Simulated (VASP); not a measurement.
# H2CO in VASP: single point with PBE+D3(BJ)

Aim: the single point of H2CO with PBE+D3(BJ).

Program: VASP 6.6.1. These are calculated values, not measurements. Logs are shortened: lines on timing, memory, paths and dates and some standing lists are left out, and cuts for length are marked.

## 1. The cell of the first run

The cell holds a disordered packing, 40 atoms: a = 8.188 Å, b = 8.188 Å, c = 8.188 Å, α = 90.00°, β = 90.00°, γ = 90.00°.

## 2. Single point, PBE+D3(BJ)

Input file INCAR:

```
  ALGO = Normal
  EDIFF = 1E-6
  ENCUT = 520
  GGA = PE
  ISIF = 2
  ISMEAR = -1
  IVDW = 12
  LASPH = T
  LCHARG = F
  LREAL = Auto
  LWAVE = F
  NBANDS = 86
  NELM = 80
  PREC = Accurate
  SIGMA = 0.02
```

Input file KPOINTS:

```
k-points
0
Gamma
  1 1 1
```

Input file POSCAR:

```
H2CO
1.0
    8.1882440000      0.0000000000      0.0000000000
    0.0000000000      8.1882440000      0.0000000000
    0.0000000000      0.0000000000      8.1882440000
O C H
10 10 20
Direct
    0.0488696146      0.5101347126      0.6243618837
    0.3780255521      0.7913250530      0.2150537650
    0.5584892653      0.6340342665      0.6036841484
    0.0973374866      0.8660491020      0.9321648417
    0.7663269333      0.6705813397      0.0774251615
    0.8135037233      0.1290230329      1.1423153703
    0.1571234649      0.0546810567      0.4864146285
    0.2205662045      0.2543737850      1.0022515960
    0.5139013176      0.3484810455      0.2984317832
    0.5136205736      0.0347012536      0.7547679190
    0.1572118597      0.5019707201      0.5234084769
    0.4713980953      0.9049206682      0.1955409938
    0.6643173033      0.6407897509      0.7071600953
    0.1804063328      0.7645896631      0.8637529954
    0.8661842219      0.6074098241      0.1666983983
    0.8176651156      0.1041438121      0.9962544334
    0.1160622453      0.0807290899      0.3462192798
    0.2585217531      0.2606893318      0.8589438276
    0.4470583018      0.4410129817      0.2034473897
    0.4976031636      0.0335453802      0.6068968987
    0.2768123524      0.4432330749      0.5496972681
    0.1434871615      0.5538751214      0.3982367395
    0.6051749153      0.8912884541      0.2143524410
    0.4283941910      1.0284416938      0.1569295027
    0.6697997807      0.5530703200      0.8111932593
    0.7621983109      0.7352801360      0.7072559276
    0.2512750109      0.7940745186      0.7514455650
    0.1896360457      0.6359985356      0.9085188771
    0.8467722983      0.4828073695      0.2177657593
    0.9818688337      0.6720953867      0.1988103152
    0.8461242081      0.2045713060      0.9080768838
    0.7931885082     -0.0187118807      0.9445714509
    0.0767973807      0.2033425437      0.3025902052
    0.1161207531     -0.0178442370      0.2526152519
    0.3619176856      0.3386972234      0.8159329851
    0.1925709045      0.1898851220      0.7636462916
    0.3159683067      0.4747527303      0.2143451374
    0.5141900600      0.4990142412      0.1002166066
    0.4883119803      0.1481710774      0.5345082687
    0.4920136842     -0.0831963065      0.5373727777
```

Potentials or basis: VASP PAW PBE potentials, release 64 (O, C, H).

On the command line:

```bash
$ cat potpaw_PBE.64/O/POTCAR potpaw_PBE.64/C/POTCAR potpaw_PBE.64/H/POTCAR > POTCAR
$ mpirun -np 1 vasp_gam > vasp.out
```

OUTCAR:

```text
EDIFF = 1E-6
   ENCUT = 520
   GGA = PE
   ISIF = 2
   ISMEAR = -1
   IVDW = 12
   LASPH = T
   LREAL = Auto
   NELM = 80
   PREC = Accurate
 IVDW          = 12

 ion  position               nearest neighbor table
   1  0.049  0.510  0.624-  11 1.21
   2  0.378  0.791  0.215-  12 1.21
   3  0.558  0.634  0.604-  13 1.21
   4  0.097  0.866  0.932-  14 1.21
   5  0.766  0.671  0.077-  15 1.21
   6  0.814  0.129  0.142-  16 1.21
   7  0.157  0.055  0.486-  17 1.22
   8  0.221  0.254  0.002-  18 1.21
   9  0.514  0.348  0.298-  19 1.22
  10  0.514  0.035  0.755-  20 1.22
  11  0.157  0.502  0.523-  21 1.11  22 1.12   1 1.21
  12  0.471  0.905  0.196-  23 1.11  24 1.12   2 1.21
  13  0.664  0.641  0.707-  26 1.11  25 1.12   3 1.21
  14  0.180  0.765  0.864-  27 1.11  28 1.12   4 1.21
  15  0.866  0.607  0.167-  29 1.11  30 1.12   5 1.21
  16  0.818  0.104  0.996-  32 1.11  31 1.12   6 1.21
  17  0.116  0.081  0.346-  34 1.11  33 1.11   7 1.22
  18  0.259  0.261  0.859-  36 1.11  35 1.12   8 1.21
  19  0.447  0.441  0.203-  37 1.11  38 1.11   9 1.22
  20  0.498  0.034  0.607-  39 1.11  40 1.11  10 1.22
  21  0.277  0.443  0.550-  11 1.11
  22  0.143  0.554  0.398-  11 1.12
  23  0.605  0.891  0.214-  12 1.11
  24  0.428  0.028  0.157-  12 1.12
  25  0.670  0.553  0.811-  13 1.12
  26  0.762  0.735  0.707-  13 1.11
[... 12 lines left out ...]
  39  0.488  0.148  0.535-  20 1.11
  40  0.492  0.917  0.537-  20 1.11

  LATTYP: Found a simple cubic cell.
 ALAT       =     8.1882440000

  Lattice vectors:

 A1 = (   8.1882440000,   0.0000000000,   0.0000000000)
 A2 = (   0.0000000000,   8.1882440000,   0.0000000000)
 A3 = (   0.0000000000,   0.0000000000,   8.1882440000)

Analysis of symmetry for initial positions (statically):
=====================================================================
 Subroutine PRICEL returns:
 Original cell was already a primitive cell.

 Routine SETGRP: Setting up the symmetry group for a
 simple cubic supercell.

 Subroutine GETGRP returns: Found  1 space group operations
 (whereof  1 operations were pure point group operations)
 out of a pool of 48 trial point group operations.

The static configuration has the point symmetry C_1 .

Analysis of symmetry for dynamics (positions and initial velocities):
=====================================================================
 Subroutine PRICEL returns:
 Original cell was already a primitive cell.

 Routine SETGRP: Setting up the symmetry group for a
 simple cubic supercell.

 Subroutine GETGRP returns: Found  1 space group operations
 (whereof  1 operations were pure point group operations)
 out of a pool of 48 trial point group operations.

The dynamic configuration has the point symmetry C_1 .

 Subroutine INISYM returns: Found  1 space group operations
 (whereof  1 operations are pure point group operations),
 and found     1 'primitive' translations

----------------------------------------------------------------------------------------

                                     Primitive cell

  volume of cell :     549.0000

  direct lattice vectors                    reciprocal lattice vectors
     8.188244000  0.000000000  0.000000000     0.122126307  0.000000000  0.000000000
     0.000000000  8.188244000  0.000000000     0.000000000  0.122126307  0.000000000
     0.000000000  0.000000000  8.188244000     0.000000000  0.000000000  0.122126307

  length of vectors
     8.188244000  8.188244000  8.188244000     0.122126307  0.122126307  0.122126307

  position of ions in fractional coordinates (direct lattice)
     0.048869615  0.510134713  0.624361884
     0.378025552  0.791325053  0.215053765
     0.558489265  0.634034267  0.603684148
     0.097337487  0.866049102  0.932164842
     0.766326933  0.670581340  0.077425162
     0.813503723  0.129023033  0.142315370
[... 32 lines left out ...]
     0.488311980  0.148171077  0.534508269
     0.492013684  0.916803694  0.537372778

  ion indices of the primitive-cell ions
   primitive index   ion index
                 1           1
                 2           2
                 3           3
                 4           4
                 5           5
                 6           6
[... 32 lines left out ...]
                39          39
                40          40

----------------------------------------------------------------------------------------

 KPOINTS: k-points

Automatic generation of k-mesh.
 Grid dimensions read from file:
 generate k-points for:    1    1    1

 Generating k-lattice:

  Cartesian coordinates                     Fractional coordinates (reciprocal lattice)
     0.122126307  0.000000000  0.000000000     1.000000000  0.000000000  0.000000000
     0.000000000  0.122126307  0.000000000     0.000000000  1.000000000  0.000000000
     0.000000000  0.000000000  0.122126307     0.000000000  0.000000000  1.000000000

  Length of vectors
     0.122126307  0.122126307  0.122126307

  Shift w.r.t. Gamma in fractional coordinates (k-lattice)
     0.000000000  0.000000000  0.000000000

 Subroutine IBZKPT returns following result:
 ===========================================

 Found      1 irreducible k-points:

 Following reciprocal coordinates:
            Coordinates               Weight
  0.000000  0.000000  0.000000      1.000000
   k-points           NKPTS =      1   k-points in BZ     NKDIM =      1   number of bands    NBANDS=     86
   number of dos      NEDOS =    301   number of ions     NIONS =     40
   total plane-waves  NPLWV = 262144
   dimension x,y,z NGX =    64 NGY =   64 NGZ =   64
   dimension x,y,z NGXF=   128 NGYF=  128 NGZF=  128
   ions per type =              10  10  20
   NGX,Y,Z   is equivalent  to a cutoff of  12.99, 12.99, 12.99 a.u.
   NGXF,Y,Z  is equivalent  to a cutoff of  25.99, 25.99, 25.99 a.u.
 SYSTEM =  unknown system
   PREC   = accura    normal or accurate (medium, high low for compatibility)
   ISTART =      0    job   : 0-new  1-cont  2-samecut
   ICHARG =      2    charge: 1-file 2-atom 10-const
   ISPIN  =      1    spin polarized calculation?
   LNONCOLLINEAR =      F non collinear calculations
   LSORBIT =      F    spin-orbit coupling
   LASPH  =      T    aspherical Exc in radial PAW
   ENCUT  =  520.0 eV  38.22 Ry    6.18 a.u.  15.22 15.22 15.22*2*pi/ulx,y,z
   NELM   =     80;   NELMIN=  2; NELMDL= -5     # of ELM steps
   EDIFF  = 0.1E-05   stopping-criterion for ELM
   LREAL  =      T    real-space projection
   EDIFFG = 0.1E-04   stopping-criterion for IOM
   NSW    =      0    number of steps for IOM
   IBRION =     -1    ionic relax: 0-MD 1-quasi-New 2-CG
   NFREE  =      0    steps in history (QN), initial steepest desc. (CG)
   ISIF   =      2    stress and relaxation
   ISYM   =      2    0-nonsym 1-usesym 2-fastsym
   POTIM  = 0.5000    time-step for ionic-motion
   TEBEG  =    0.0;   TEEND  =   0.0 temperature during run
   PSTRESS=    0.0 pullay stress
   NELECT =     120.0000    total number of electrons
   NUPDOWN=      -1.0000    fix difference up-down
   EMIN   =  10.00;   EMAX   =-10.00  energy-range for DOS
   EFERMI =   0.00;   METHOD = LEGACY
   ISMEAR =    -1;   SIGMA  =   0.02  broadening in eV -4-tet -1-fermi 0-gaus
   EFERMI_NEDOS =   21; number of points for ismear=-14 and -15
   IALGO  =     38    algorithm
   IMIX   =      4    mixing-type and parameters
     AMIX     =   0.40;   BMIX     =  1.00
     AMIX_MAG =   1.60;   BMIX_MAG =  1.00
  volume/ion in A,a.u.               =      13.72        92.62
  Fermi-wavevector in a.u.,A,eV,Ry     =   0.986153  1.863560 13.231645  0.972499
  Thomas-Fermi vector in A             =   2.117513
   LORBIT       =      0    0 simple, 1 ext, 2 COOP (PROOUT), +10 PAW based schemes
   GGA     = PE    functional components
   LHFCALC =     F    Hartree Fock is set to
   AEXX    =    0.0000 exact exchange contribution
   IVDW    =    12    specifies the selected vdW correction
   LEPSILON=     F    determine dielectric tensor
   LRPA    =     F    only Hartree local field effects (RPA)
 non-spin polarized calculation
  energy-cutoff  :      520.00
  volume of cell :      549.00
 maximum number of plane-waves:      7386
 NGX is ok and might be reduce to    64
   NGX = 31   NGY = 31   NGZ = 31

 number of electron     119.9999993 magnetization

 Free energy of the ion-electron system (eV)
  ---------------------------------------------------
  ext. energy  EPLUGINS =         0.00000000
  ---------------------------------------------------
  free energy    TOTEN  =      -222.69315076 eV

  energy without entropy =     -222.69315076  energy(sigma->0) =     -222.69315076

 E-fermi :  -2.0753     XC(G=0):  -6.4541

 val. band max:       -2.5809903634   @ k =   0.0000   0.0000   0.0000
 cond. band min:       0.2179839834   @ k =   0.0000   0.0000   0.0000
 fundamental gap:      2.7989743468
 Fermi energy:        -2.0753218216

 k-point     1 :       0.0000    0.0000    0.0000
  band No.  band energies     occupation
      1     -23.7767      2.00000
      2     -23.6880      2.00000
      3     -23.5212      2.00000
      4     -23.4845      2.00000
      5     -23.4703      2.00000
      6     -23.4523      2.00000
[... 64 lines left out ...]
     71       2.5482      0.00000
     72       3.4360      0.00000
 [bands above 72 left out]

------------------------ aborting loop because EDIFF is reached ----------------------------------------

 Edisp (eV)   -1.63609

 E8    (eV) :    -0.3783

  FORCE on cell =-STRESS in cart. coord.  units (eV):
  Direction    XX          YY          ZZ          XY          YZ          ZX
  --------------------------------------------------------------------------------------
  -------------------------------------------------------------------------------------
  Total      -0.13399    -1.41859     1.96558    -0.72896     0.48025     0.37069
  in kB      -0.39103    -4.13994     5.73626    -2.12737     1.40155     1.08180
  external pressure =        0.40 kB  Pullay stress =        0.00 kB

 VOLUME and BASIS-vectors are now :
 -----------------------------------------------------------------------------
  energy-cutoff  :      520.00
  volume of cell :      549.00
      direct lattice vectors                 reciprocal lattice vectors
     8.188244000  0.000000000  0.000000000     0.122126307  0.000000000  0.000000000
     0.000000000  8.188244000  0.000000000     0.000000000  0.122126307  0.000000000
     0.000000000  0.000000000  8.188244000     0.000000000  0.000000000  0.122126307

 POSITION                                       TOTAL-FORCE (eV/Angst)
 -----------------------------------------------------------------------------------
      0.40016      4.17711      5.11243        -0.300388      0.015431      0.278754
      3.09537      6.47956      1.76091        -0.352767     -0.347960      0.042026
      4.57305      5.19163      4.94311        -0.328247      0.014003     -0.317886
      0.79702      7.09142      7.63279        -0.270795      0.286444      0.223273
      6.27487      5.49088      0.63398        -0.354639      0.210648     -0.291673
      6.66117      1.05647      1.16531        -0.014441      0.122556      0.443530
[... 32 lines left out ...]
      3.99842      1.21326      4.37668         0.007165      0.013903      0.013994
      4.02873      7.50701      4.40014         0.032190     -0.004659      0.059821
 -----------------------------------------------------------------------------------
    total drift:                               -0.012497     -0.005192     -0.021062

  FREE ENERGIE OF THE ION-ELECTRON SYSTEM (eV)
  ---------------------------------------------------
  free  energy   TOTEN  =      -224.3292365123 eV

  energy  without entropy=     -224.3292365123  energy(sigma->0) =     -224.32923651
```

Run time: 1.9 min. Hardware: 1 thread of AMD EPYC 7R43 (Zen 3), shared host; peak memory 0.48 GiB.

What came out:

* Free energy: -224.3292 eV
* Pressure: 0.0 GPa
* Largest force: 0.608 eV/Å
* Band gap on the k mesh: 2.80 eV
* Dispersion energy per atom: -0.041 eV

Forces in eV/Å, atoms in the order of the input:
```
O   -0.300  0.015  0.279
O   -0.353 -0.348  0.042
O   -0.328  0.014 -0.318
O   -0.271  0.286  0.223
O   -0.355  0.211 -0.292
O   -0.014  0.123  0.444
O    0.152 -0.007  0.513
O   -0.054  0.047  0.448
O    0.101 -0.218  0.240
O    0.037 -0.047  0.424
C    0.331 -0.067 -0.251
C    0.384  0.338 -0.090
C    0.383 -0.036  0.471
C    0.273 -0.294 -0.271
C    0.349 -0.272  0.251
C    0.036 -0.025 -0.427
C   -0.134 -0.002 -0.543
C    0.052 -0.011 -0.471
C   -0.218  0.246 -0.239
C   -0.042  0.062 -0.486
H    0.022  0.022 -0.031
H   -0.032  0.030  0.041
H   -0.021  0.057 -0.013
H   -0.022 -0.044  0.043
H   -0.013 -0.009 -0.061
H   -0.045  0.015 -0.089
H    0.000 -0.017  0.009
H    0.010  0.062  0.038
H    0.005  0.003  0.027
H    0.012 -0.003  0.008
H    0.006 -0.110  0.016
H   -0.010  0.022 -0.055
H   -0.001 -0.021  0.051
H   -0.002  0.050 -0.027
H   -0.044 -0.014 -0.001
H    0.019 -0.002  0.017
H    0.073 -0.013 -0.007
H   -0.023 -0.053  0.015
H    0.007  0.014  0.014
H    0.032 -0.005  0.060
```

Caveat: the k points lie up to 0.77 Å⁻¹ apart.
